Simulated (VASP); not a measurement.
# Ca (Im-3m) in VASP: notebook

Ca is run at these levels: r2SCAN; tasks: single point.

Everything below comes from runs of VASP 6.6.1. Logs are shortened: lines on timing, memory, paths and dates and some standing lists are left out, and cuts for length are marked.

**1. The cell of the first run**

The structure is cubic, space group Im-3m (No. 229). The conventional cell has a = 4.325 Å, b = 4.325 Å, c = 4.325 Å, α = 90.00°, β = 90.00°, γ = 90.00°. Within 4.9 Å of Ca (site symmetry m-3m) lie 14 Ca at 3.75 to 4.33 Å.

**2. Single point, r2SCAN**

File POSCAR:

```
Ca
1.0
   -2.1626962215      2.1626962215      2.1626962215
    2.1626962215     -2.1626962215      2.1626962215
    2.1626962215      2.1626962215     -2.1626962215
Ca
1
Direct
    0.0000000000      0.0000000000      0.0000000000
```

File INCAR.step1:

```
SYSTEM = Ca
ALGO = Normal
EDIFF = 1E-4
ENCUT = 520
GGA = PE
ISMEAR = 1
LASPH = .TRUE.
LCHARG = .FALSE.
LREAL = .FALSE.
LWAVE = .TRUE.
NBANDS = 11
NELM = 80
PREC = Accurate
SIGMA = 0.15
```

File INCAR.step2:

```
SYSTEM = Ca
ALGO = Normal
EDIFF = 1E-7
ENCUT = 520
ISIF = 2
ISMEAR = 1
ISTART = 1
LASPH = .TRUE.
LCHARG = .FALSE.
LMIXTAU = .TRUE.
LREAL = .FALSE.
LWAVE = .FALSE.
METAGGA = R2SCAN
NBANDS = 11
NELM = 80
PREC = Accurate
SIGMA = 0.15
```

File KPOINTS:

```
k-points
0
G
  7 7 7
  0 0 0
```

Potentials or basis: VASP PAW PBE potentials, release 64 (Ca_sv).

Run with:

```console
cat potpaw_PBE.64/Ca_sv/POTCAR > POTCAR
cp INCAR.step1 INCAR
mpirun -np 1 vasp_std > vasp.out
cp INCAR.step2 INCAR
mpirun -np 1 vasp_std > vasp.out
```

OUTCAR:

```text
SYSTEM = Ca
   EDIFF = 1E-7
   ENCUT = 520
   ISIF = 2
   ISMEAR = 1
   ISTART = 1
   LASPH = .TRUE.
   LREAL = .FALSE.
   METAGGA = R2SCAN
   NELM = 80
   PREC = Accurate

 ion  position               nearest neighbor table
   1  0.000  0.000  0.000-

  LATTYP: Found a body centered cubic cell.
 ALAT       =     4.3253924430

  Lattice vectors:

 A1 = (  -2.1626962215,   2.1626962215,   2.1626962215)
 A2 = (   2.1626962215,  -2.1626962215,   2.1626962215)
 A3 = (   2.1626962215,   2.1626962215,  -2.1626962215)

Analysis of symmetry for initial positions (statically):
=====================================================================
 Subroutine PRICEL returns:
 Original cell was already a primitive cell.

 Routine SETGRP: Setting up the symmetry group for a
 body centered cubic supercell.

 Subroutine GETGRP returns: Found 48 space group operations
 (whereof 48 operations were pure point group operations)
 out of a pool of 48 trial point group operations.

The static configuration has the point symmetry O_h .

Analysis of symmetry for dynamics (positions and initial velocities):
=====================================================================
 Subroutine PRICEL returns:
 Original cell was already a primitive cell.

 Routine SETGRP: Setting up the symmetry group for a
 body centered cubic supercell.

 Subroutine GETGRP returns: Found 48 space group operations
 (whereof 48 operations were pure point group operations)
 out of a pool of 48 trial point group operations.

The dynamic configuration has the point symmetry O_h .

 Subroutine INISYM returns: Found 48 space group operations
 (whereof 48 operations are pure point group operations),
 and found     1 'primitive' translations

----------------------------------------------------------------------------------------

                                     Primitive cell

  volume of cell :      40.4619

  direct lattice vectors                    reciprocal lattice vectors
    -2.162696222  2.162696222  2.162696222     0.000000000  0.231192895  0.231192895
     2.162696222 -2.162696222  2.162696222     0.231192895  0.000000000  0.231192895
     2.162696222  2.162696222 -2.162696222     0.231192895  0.231192895  0.000000000

  length of vectors
     3.745899737  3.745899737  3.745899737     0.326956127  0.326956127  0.326956127

  position of ions in fractional coordinates (direct lattice)
     0.000000000  0.000000000  0.000000000

  ion indices of the primitive-cell ions
   primitive index   ion index
                 1           1

----------------------------------------------------------------------------------------

 KPOINTS: k-points

Automatic generation of k-mesh.
 Grid dimensions read from file:
 generate k-points for:    7    7    7

 Generating k-lattice:

  Cartesian coordinates                     Fractional coordinates (reciprocal lattice)
     0.000000000  0.033027556  0.033027556     0.142857143  0.000000000  0.000000000
     0.033027556  0.000000000  0.033027556     0.000000000  0.142857143  0.000000000
     0.033027556  0.033027556  0.000000000     0.000000000  0.000000000  0.142857143

  Length of vectors
     0.046708018  0.046708018  0.046708018

  Shift w.r.t. Gamma in fractional coordinates (k-lattice)
     0.000000000  0.000000000  0.000000000

 Subroutine IBZKPT returns following result:
 ===========================================

 Found     20 irreducible k-points:

 Following reciprocal coordinates:
            Coordinates               Weight
  0.000000  0.000000  0.000000      1.000000
  0.142857  0.000000  0.000000     12.000000
  0.285714  0.000000  0.000000     12.000000
  0.428571  0.000000  0.000000     12.000000
  0.142857  0.142857  0.000000     24.000000
  0.285714  0.142857  0.000000     48.000000
[... 12 lines left out ...]
 -0.428571 -0.428571  0.285714      8.000000
 -0.428571  0.428571  0.428571      6.000000
   k-points           NKPTS =     20   k-points in BZ     NKDIM =     20   number of bands    NBANDS=     11
   number of dos      NEDOS =    301   number of ions     NIONS =      1
   total plane-waves  NPLWV =  21952
   dimension x,y,z NGX =    28 NGY =   28 NGZ =   28
   dimension x,y,z NGXF=    56 NGYF=   56 NGZF=   56
   ions per type =               1
   NGX,Y,Z   is equivalent  to a cutoff of  12.43, 12.43, 12.43 a.u.
   NGXF,Y,Z  is equivalent  to a cutoff of  24.85, 24.85, 24.85 a.u.
 SYSTEM =  Ca
   PREC   = accura    normal or accurate (medium, high low for compatibility)
   ISTART =      1    job   : 0-new  1-cont  2-samecut
   ICHARG =      0    charge: 1-file 2-atom 10-const
   ISPIN  =      1    spin polarized calculation?
   LNONCOLLINEAR =      F non collinear calculations
   LSORBIT =      F    spin-orbit coupling
   LASPH  =      T    aspherical Exc in radial PAW
   ENCUT  =  520.0 eV  38.22 Ry    6.18 a.u.   6.96  6.96  6.96*2*pi/ulx,y,z
   NELM   =     80;   NELMIN=  2; NELMDL=  0     # of ELM steps
   EDIFF  = 0.1E-06   stopping-criterion for ELM
   LREAL  =      F    real-space projection
   EDIFFG = 0.1E-05   stopping-criterion for IOM
   NSW    =      0    number of steps for IOM
   IBRION =     -1    ionic relax: 0-MD 1-quasi-New 2-CG
   NFREE  =      0    steps in history (QN), initial steepest desc. (CG)
   ISIF   =      2    stress and relaxation
   ISYM   =      2    0-nonsym 1-usesym 2-fastsym
   POTIM  = 0.5000    time-step for ionic-motion
   TEBEG  =    0.0;   TEEND  =   0.0 temperature during run
   PSTRESS=    0.0 pullay stress
   NELECT =      10.0000    total number of electrons
   NUPDOWN=      -1.0000    fix difference up-down
   EMIN   =  10.00;   EMAX   =-10.00  energy-range for DOS
   EFERMI =   0.00;   METHOD = LEGACY
   ISMEAR =     1;   SIGMA  =   0.15  broadening in eV -4-tet -1-fermi 0-gaus
   EFERMI_NEDOS =   21; number of points for ismear=-14 and -15
   IALGO  =     38    algorithm
   IMIX   =      4    mixing-type and parameters
     AMIX     =   0.40;   BMIX     =  1.00
     AMIX_MAG =   1.60;   BMIX_MAG =  1.00
  volume/ion in A,a.u.               =      40.46       273.05
  Fermi-wavevector in a.u.,A,eV,Ry     =   1.027368  1.941444 14.360742  1.055485
  Thomas-Fermi vector in A             =   2.161309
   LORBIT       =      0    0 simple, 1 ext, 2 COOP (PROOUT), +10 PAW based schemes
   METAGGA = R2SCAN    functional components
   LHFCALC =     F    Hartree Fock is set to
   AEXX    =    0.0000 exact exchange contribution
   IVDW    =     0    specifies the selected vdW correction
   LEPSILON=     F    determine dielectric tensor
   LRPA    =     F    only Hartree local field effects (RPA)
 non-spin polarized calculation
 Methfessel and Paxton  Order N= 1 SIGMA  =   0.15
  energy-cutoff  :      520.00
  volume of cell :       40.46
 maximum number of plane-waves:      1100
   NGX = 13   NGY = 13   NGZ = 13

 number of electron      10.0000002 magnetization

 Free energy of the ion-electron system (eV)
  ---------------------------------------------------
  ext. energy  EPLUGINS =         0.00000000
  ---------------------------------------------------
  free energy    TOTEN  =        -7.00344612 eV

  energy without entropy =       -6.99609674  energy(sigma->0) =       -7.00099633

 E-fermi :   2.2022     XC(G=0):  -8.3588

 val. band max:        2.1862986501   @ k =  -0.4286  -0.4286   0.1429
 cond. band min:       2.2124279332   @ k =  -0.4286  -0.4286   0.1429
 fundamental gap:      0.0261292831
 Fermi energy:         2.2021984677

 k-point     1 :       0.0000    0.0000    0.0000
  band No.  band energies     occupation
      1     -41.5201      2.00000
      2     -21.5397      2.00000
      3     -21.5396      2.00000
      4     -21.5396      2.00000
      5      -2.1914      2.00000
      6       4.9398     -0.00000
      7       4.9398     -0.00000
      8       4.9398     -0.00000
      9       6.0799      0.00000
     10       6.0799      0.00000
     11      13.1969      0.00000

 k-point     2 :       0.1429    0.0000    0.0000
  band No.  band energies     occupation
      1     -41.5166      2.00000
      2     -21.5727      2.00000
      3     -21.5503      2.00000
      4     -21.5397      2.00000
      5      -1.7918      2.00000
      6       4.6913     -0.00000
      7       4.7015     -0.00000
      8       5.2412      0.00000
      9       5.8680      0.00000
     10       6.0888      0.00000
     11      12.5817      0.00000

 k-point     3 :       0.2857    0.0000    0.0000
  band No.  band energies     occupation
      1     -41.5085      2.00000
      2     -21.6457      2.00000
      3     -21.5741      2.00000
      4     -21.5398      2.00000
      5      -0.6810      2.00000
      6       3.7537     -0.00000
      7       4.2093     -0.00000
      8       5.9256      0.00000
      9       6.0662      0.00000
     10       6.1839      0.00000
     11      10.3438      0.00000

 k-point     4 :       0.4286    0.0000    0.0000
  band No.  band energies     occupation
      1     -41.5020      2.00000
      2     -21.7032      2.00000
      3     -21.5932      2.00000
      4     -21.5399      2.00000
      5       0.8251      2.00000
      6       2.5566     -0.00418
      7       3.8774     -0.00000
      8       6.0141      0.00000
      9       6.3605      0.00000
     10       7.0326      0.00000
     11       8.6426      0.00000

 k-point     5 :       0.1429    0.1429    0.0000
  band No.  band energies     occupation
      1     -41.5107      2.00000
      2     -21.6226      2.00000
      3     -21.5631      2.00000
      4     -21.5473      2.00000
      5      -1.0336      2.00000
      6       4.1269     -0.00000
      7       4.2975     -0.00000
      8       5.7213      0.00000
      9       5.8140      0.00000
     10       6.2537      0.00000
     11      11.4707      0.00000
[... 155 lines left out ...]
 k-point    17 :      -0.2857    0.2857    0.2857
  band No.  band energies     occupation
      1     -41.4987      2.00000
      2     -21.6414      2.00000
      3     -21.6121      2.00000
      4     -21.6120      2.00000
      5       0.5919      2.00000
      6       3.4624     -0.00000
      7       4.8325     -0.00000
      8       4.8325     -0.00000
      9       6.1078      0.00000
     10       6.1427      0.00000
     11      10.7011      0.00000

 k-point    18 :      -0.4286    0.4286    0.2857
  band No.  band energies     occupation
      1     -41.4932      2.00000
      2     -21.6747      2.00000
      3     -21.6330      2.00000
      4     -21.6155      2.00000
      5       1.7436      2.00014
      6       2.6822     -0.00006
      7       4.8879     -0.00000
      8       4.9050     -0.00000
      9       6.3220      0.00000
     10       6.8509      0.00000
     11       8.5951      0.00000

 k-point    19 :      -0.4286   -0.4286    0.2857
  band No.  band energies     occupation
      1     -41.4907      2.00000
      2     -21.6639      2.00000
      3     -21.6638      2.00000
      4     -21.6206      2.00000
      5       2.3397     -0.02845
      6       2.3397     -0.02846
      7       4.4765     -0.00000
      8       6.0409      0.00000
      9       6.0409      0.00000
     10       7.8193      0.00000
     11       7.8193      0.00000

 k-point    20 :      -0.4286    0.4286    0.4286
  band No.  band energies     occupation
      1     -41.4883      2.00000
      2     -21.6606      2.00000
      3     -21.6548      2.00000
      4     -21.6548      2.00000
      5       2.1707      1.34735
      6       2.4238     -0.05728
      7       5.8582      0.00000
      8       5.8582      0.00000
      9       6.1717      0.00000
     10       6.8614      0.00000
     11       7.9334      0.00000

------------------------ aborting loop because EDIFF is reached ----------------------------------------

  FORCE on cell =-STRESS in cart. coord.  units (eV):
  Direction    XX          YY          ZZ          XY          YZ          ZX
  --------------------------------------------------------------------------------------
  -------------------------------------------------------------------------------------
  Total        0.3817468      0.3817468      0.3817468      0.0000000     -0.0000000      0.0000000
  in kB       15.1160895     15.1160895     15.1160895      0.0000000     -0.0000000      0.0000000
  external PRESSURE =      15.1160895 kB  Pullay stress =       0.0000000 kB

 VOLUME and BASIS-vectors are now :
 -----------------------------------------------------------------------------
  energy-cutoff  :      520.00
  volume of cell :       40.46
      direct lattice vectors                 reciprocal lattice vectors
    -2.162696222  2.162696222  2.162696222     0.000000000  0.231192895  0.231192895
     2.162696222 -2.162696222  2.162696222     0.231192895  0.000000000  0.231192895
     2.162696222  2.162696222 -2.162696222     0.231192895  0.231192895  0.000000000

 POSITION                                       TOTAL-FORCE (eV/Angst)
 -----------------------------------------------------------------------------------
      0.00000      0.00000      0.00000         0.000000      0.000000     -0.000000
 -----------------------------------------------------------------------------------
    total drift:                                0.000000     -0.000000     -0.000000

  FREE ENERGIE OF THE ION-ELECTRON SYSTEM (eV)
  ---------------------------------------------------
  free  energy   TOTEN  =        -7.0034461220 eV

  energy  without entropy=       -6.9960967407  energy(sigma->0) =       -7.00099633
```

Wall time 90 s (1 thread of Intel Xeon 8259CL, shared host); peak memory 0.16 GiB.

What came out:

```yaml
Free_energy: -7.0034 eV
Pressure: 1.5 GPa
Band_gap_on_the_k_mesh: zero (band 5 reaches 2.48 eV, above the bottom of band 6 at 2.16 eV)
```

Levels at points of the mesh, in eV from the Fermi level:
```csv
k point,band 1,band 2,band 3,band 4,band 5,band 6,band 7,band 8,band 9,band 10
"(0.00, 0.00, 0.00)",-43.72,-23.74,-23.74,-23.74,-4.39,2.74,2.74,2.74,3.88,3.88
```

Caveat: the PAW data sets were made with another functional, which shifts forces and pressure a little.

**3. Single point, r2SCAN**

This run uses another cell than the first one, of 41.59 Å³/atom, 1.028 times its volume.

File POSCAR:

```
Ca
1.0
   -2.1825385796      2.1825385796      2.1825385796
    2.1825385796     -2.1825385796      2.1825385796
    2.1825385796      2.1825385796     -2.1825385796
Ca
1
Direct
    0.0000000000      0.0000000000      0.0000000000
```

File INCAR.step1:

```
SYSTEM = Ca
ALGO = Normal ; EDIFF = 1E-4
ENCUT = 520 ; GGA = PE
ISMEAR = 1 ; LASPH = .TRUE.
LCHARG = .FALSE. ; LREAL = .FALSE.
LWAVE = .TRUE. ; NBANDS = 11
NELM = 80 ; PREC = Accurate
SIGMA = 0.15
```

File INCAR.step2:

```
SYSTEM = Ca
ALGO = Normal ; EDIFF = 1E-7
ENCUT = 520 ; ISIF = 2
ISMEAR = 1 ; ISTART = 1
LASPH = .TRUE. ; LCHARG = .FALSE.
LMIXTAU = .TRUE. ; LREAL = .FALSE.
LWAVE = .FALSE. ; METAGGA = R2SCAN
NBANDS = 11 ; NELM = 80
PREC = Accurate ; SIGMA = 0.15
```

KPOINTS is that of step 2.

Potentials or basis: VASP PAW PBE potentials, release 64 (Ca_sv).

Run with:

```console
cat potpaw_PBE.64/Ca_sv/POTCAR > POTCAR
cp INCAR.step1 INCAR
mpirun -np 1 vasp_std > vasp.out
cp INCAR.step2 INCAR
mpirun -np 1 vasp_std > vasp.out
```

Wall time 95 s (1 thread of Intel Xeon 8259CL, shared host); peak memory 0.16 GiB.

The run converged. Its results:

```yaml
Free_energy: -7.0125 eV
Pressure: 1.0 GPa
Band_gap_on_the_k_mesh: zero (band 5 reaches 2.36 eV, above the bottom of band 6 at 2.02 eV)
```

Levels at points of the mesh, in eV from the Fermi level:
| k point | band 1 | band 2 | band 3 | band 4 | band 5 | band 6 | band 7 | band 8 | band 9 | band 10 |
| --- | --- | --- | --- | --- | --- | --- | --- | --- | --- | --- |
| (0.00, 0.00, 0.00) | -43.79 | -23.82 | -23.81 | -23.81 | -4.34 | 2.70 | 2.70 | 2.70 | 3.81 | 3.81 |

Caveat: the PAW data sets were made with another functional, which shifts forces and pressure a little.

**4. Single point, r2SCAN**

This run uses another cell than the first one, of 46.08 Å³/atom, 1.139 times its volume.

File POSCAR:

```
Ca
1.0
   -2.2585132362      2.2585132362      2.2585132362
    2.2585132362     -2.2585132362      2.2585132362
    2.2585132362      2.2585132362     -2.2585132362
Ca
1
Direct
    0.0000000000      0.0000000000      0.0000000000
```

File INCAR.step1:

```
PREC = Accurate
ENCUT = 520
ISMEAR = 1
SIGMA = 0.15
LREAL = False
LASPH = True
NELM = 80
NBANDS = 11
GGA = PE
ALGO = Normal
EDIFF = 1E-4
LWAVE = True
LCHARG = False
```

File INCAR.step2:

```
PREC = Accurate
ENCUT = 520
EDIFF = 1E-7
ISMEAR = 1
SIGMA = 0.15
LREAL = False
LASPH = True
NELM = 80
ALGO = Normal
ISIF = 2
LWAVE = False
LCHARG = False
METAGGA = R2SCAN
LMIXTAU = True
NBANDS = 11
ISTART = 1
```

File KPOINTS:

```
regular mesh
0
Gamma
  7 7 7
```

Run with:

```console
cat potpaw_PBE.64/Ca_sv/POTCAR > POTCAR
cp INCAR.step1 INCAR
mpirun -np 1 vasp_std > vasp.out
cp INCAR.step2 INCAR
mpirun -np 1 vasp_std > vasp.out
```

Run time: 2.3 min. Hardware: 1 thread of Intel Xeon 8259CL, shared host; peak memory 0.17 GiB.

The run converged. Its results:

```
Free energy            : -7.0136 eV
Pressure               : -0.9 GPa
Band gap on the k mesh : zero (band 5 reaches 1.95 eV, above the bottom of band 6 at 1.56 eV)
```

Levels at points of the mesh, in eV from the Fermi level:
| k point | band 1 | band 2 | band 3 | band 4 | band 5 | band 6 | band 7 | band 8 | band 9 | band 10 |
| --- | --- | --- | --- | --- | --- | --- | --- | --- | --- | --- |
| (0.00, 0.00, 0.00) | -44.05 | -24.09 | -24.09 | -24.09 | -4.15 | 2.54 | 2.54 | 2.54 | 3.55 | 3.55 |

Caveat: the PAW data sets were made with another functional, which shifts forces and pressure a little.

[end of part 1 of 2]
